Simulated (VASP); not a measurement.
Wanted: the native input for a VASP 6.6.1 run.

| Item | Value |
| --- | --- |
| Task | single point |
| Functional | PBE |
| Potentials or basis | VASP PAW PBE potentials, release 64 (Si, S) |
| Cutoff | 520 eV |
| k mesh | 10 × 10 × 6 |
| Occupations | gaussian, width 0.02 eV |
| Spin | no spin polarisation |
| Dipole correction | no |
| Further INCAR settings | ALGO = Normal; EDIFF = 1e-07; NBANDS = 19 |

The structure of Si4S lies in POSCAR:

```
Si4S
1.0
    3.8758821258      0.0148574862      0.0027237592
    1.9248727275      3.3923795259      0.0025708851
    1.9235226239      1.1325015827      7.9117361993
Si S
4 1
Direct
    0.9074188145      0.2680350648      0.5150743272
    0.7406465351      0.0964583982      0.0196870278
    0.3746895190      0.7279007531      0.1172430975
    0.2704047014      0.6364585104      0.4175195748
    0.0498404298      0.1811472736      0.7674759727
```

One way to write it, as run:

INCAR

```
SYSTEM = Si4S
PREC     = Accurate       ! precision mode
ENCUT    = 520            ! plane-wave cutoff, eV
EDIFF    = 1E-7           ! SCF threshold, eV
ISMEAR   = 0              ! smearing method
SIGMA    = 0.02           ! smearing width, eV
LREAL    = .False.        ! projectors in reciprocal space
LASPH    = .True.         ! aspherical terms in the spheres
NELM     = 100            ! most SCF steps
ALGO     = Normal         ! electronic algorithm
ISIF     = 2              ! what is computed and relaxed
LWAVE    = .False.        ! write WAVECAR
LCHARG   = .False.        ! write CHGCAR
GGA      = PE             ! functional
NBANDS   = 19             ! bands
```

KPOINTS

```
Automatic mesh
0
Gamma
  10 10 6
  0 0 0
```

Potentials or basis: VASP PAW PBE potentials, release 64 (Si, S).

The run is started by

```bash
$ cat potpaw_PBE.64/Si/POTCAR potpaw_PBE.64/S/POTCAR > POTCAR
$ mpirun -np 1 vasp_std > vasp.out
```

Results of the run:

```json
{
  "Pressure": "-0.1 GPa",
  "Largest force": "0.021 eV/Å",
  "Band gap on the k mesh": "0.46 eV, indirect (least direct gap 0.99 eV)"
}
```

It took 5 min on 1 thread of Intel(R) Xeon(R) 6975P-C (Granite Rapids), with other jobs on the host, peak memory 0.57 GiB.
